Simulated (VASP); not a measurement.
Here is a VASP 6.6.1 calculation.

The input INCAR:

```
PREC = Accurate ; ENCUT = 520
EDIFF = 1E-6 ; ISMEAR = -1
SIGMA = 0.05 ; LREAL = F
LASPH = T ; NELM = 60
ALGO = Normal ; ISIF = 2
LWAVE = F ; LCHARG = F
GGA = PS ; NBANDS = 17
```

Contents of KPOINTS:

```
regular mesh
0
Gamma
  8 8 8
```

POSCAR

```
SnSe
1.0
    0.0000000000      2.9485541872      2.9485541872
    2.9485541872      0.0000000000      2.9485541872
    2.9485541872      2.9485541872      0.0000000000
Sn Se
1 1
Direct
    0.0000000000      0.0000000000      0.0000000000
    0.5000000000      0.5000000000      0.5000000000
```

Potentials or basis: VASP PAW PBE potentials, release 64 (Sn_d, Se).

Launch:

```bash
$ cat potpaw_PBE.64/Sn_d/POTCAR potpaw_PBE.64/Se/POTCAR > POTCAR
$ mpirun -np 1 vasp_std > vasp.out
```

Problem. What does it give for the pressure?

Solution. 1.5 GPa.

Problem. Estimate the band gap on the k mesh.

Solution. 0.76 eV, indirect (least direct gap 0.92 eV).

Caveat: the PAW data sets were made with another functional, which shifts forces and pressure a little; spin-orbit coupling is left out, which moves the levels of the heavy elements. A k mesh can miss the band edges.
